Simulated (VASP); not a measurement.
A run of VASP 6.6.1:

File INCAR:

```
ALGO = Normal
EDIFF = 1E-6
ENCUT = 520
GGA = PE
ISIF = 2
ISMEAR = 0
LASPH = True
LCHARG = False
LREAL = False
LWAVE = False
NBANDS = 25
NELM = 100
PREC = Accurate
SIGMA = 0.1
```

Contents of KPOINTS:

```
k-points
0
Gamma
  18 18 8
```

File POSCAR:

```
Zn
1.0
    2.6115998299      0.0000000000      0.0000000000
   -1.3057999150      2.2617117972      0.0000000000
    0.0000000000      0.0000000000      8.0767373670
Zn
3
Direct
    0.0000000000      0.5000000000      0.1666666667
    0.5000000000      0.5000000000      0.8333333333
    0.5000000000      0.0000000000      0.5000000000
```

Potentials or basis: VASP PAW PBE potentials, release 64 (Zn).

Run with:

```sh
$ cat potpaw_PBE.64/Zn/POTCAR > POTCAR
$ mpirun -np 1 vasp_std > vasp.out
```

Hardware: 1 thread of AMD EPYC 7R43 64-Core Processor (Zen 3) (shared host).

Task: Estimate the wall time of this run.

Result: Wall time 2.6 min on 1 thread of AMD EPYC 7R43 64-Core Processor (Zen 3), on a shared host, peak memory 0.24 GiB. Counts: scf iterations 11, k points 185.
